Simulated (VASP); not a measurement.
Here is a VASP 6.6.1 calculation.

File INCAR:

```
SYSTEM = CrRu3
PREC = Accurate
ENCUT = 500
EDIFF = 1E-6
ISMEAR = -1
SIGMA = 0.15
LREAL = .FALSE.
LASPH = .TRUE.
NELM = 120
ALGO = Normal
ISIF = 2
LWAVE = .FALSE.
LCHARG = .FALSE.
GGA = PE
NBANDS = 35
GGA_COMPAT = .FALSE.
```

KPOINTS

```
regular mesh
0
G
  5 5 5
  0 0 0
```

The input POSCAR:

```
CrRu3
1.0
    3.8111740000      0.0000000000      0.0000000000
    0.0000000000      3.8111740000      0.0000000000
    0.0000000000      0.0000000000      3.8111740000
Ru Cr
3 1
Direct
    0.0000000000      0.5000000000      0.5000000000
    0.5000000000      0.0000000000      0.5000000000
    0.5000000000      0.5000000000      0.0000000000
    0.0000000000      0.0000000000      0.0000000000
```

Potentials or basis: VASP PAW PBE potentials, release 64 (Ru_pv, Cr_pv).

Command:

```bash
$ cat potpaw_PBE.64/Ru_pv/POTCAR potpaw_PBE.64/Cr_pv/POTCAR > POTCAR
$ mpirun -np 1 vasp_std > vasp.out
```

(1) Predict the pressure.

(2) What does it give for the band gap on the k mesh?

Results:

(1) -8.5 GPa.

(2) zero (bands 27 and 28 overlap by 2.56 eV).

Caveat: the cell stands under tension; the run has no spin polarisation, though such a crystal can be magnetic.
